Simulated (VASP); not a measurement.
Here is a VASP 6.6.1 calculation.

Contents of INCAR:

```
SYSTEM = Rh
PREC     = Accurate       ! precision mode
ENCUT    = 500            ! plane-wave cutoff, eV
EDIFF    = 1E-6           ! SCF threshold, eV
ISMEAR   = 0              ! smearing method
SIGMA    = 0.1            ! smearing width, eV
LREAL    = .False.        ! projectors in reciprocal space
LASPH    = .True.         ! aspherical terms in the spheres
NELM     = 200            ! most SCF steps
ALGO     = Normal         ! electronic algorithm
ISIF     = 2              ! what is computed and relaxed
LWAVE    = .False.        ! write WAVECAR
LCHARG   = .False.        ! write CHGCAR
ISPIN    = 2              ! spin polarisation
MAGMOM   = 1 -1           ! initial moments
LORBIT   = 11             ! projections on sites
LMAXMIX  = 4              ! l up to which the mixer works
GGA      = PE             ! functional
NBANDS   = 26             ! bands
GGA_COMPAT= .False.
```

File KPOINTS:

```
Automatic mesh
0
Gamma
  2 2 1
  0 0 0
```

File POSCAR:

```
Rh
1.0
    2.7309790422      0.0000000000      0.0000000000
   -1.3654895211      2.3650972278      0.0000000000
    0.0000000000      0.0000000000      4.4284890000
Rh
2
Direct
    0.6666666667      0.3333333333      0.7500000000
    0.3333333333      0.6666666667      0.2500000000
```

Potentials or basis: VASP PAW PBE potentials, release 64 (Rh_pv).

Launch:

```bash
$ cat potpaw_PBE.64/Rh_pv/POTCAR > POTCAR
$ mpirun -np 1 vasp_std > vasp.out
```

What does it give for the band gap on the k mesh?

Zero (filled and empty bands overlap).

Predict the net moment.

0.00 μB per cell.

Stress tensor (GPa, compression positive):
```
20.24  0.00  0.00
 0.00 20.24  0.00
 0.00  0.00  1.72
```

Caveat: the k points lie up to 1.42 Å⁻¹ apart.
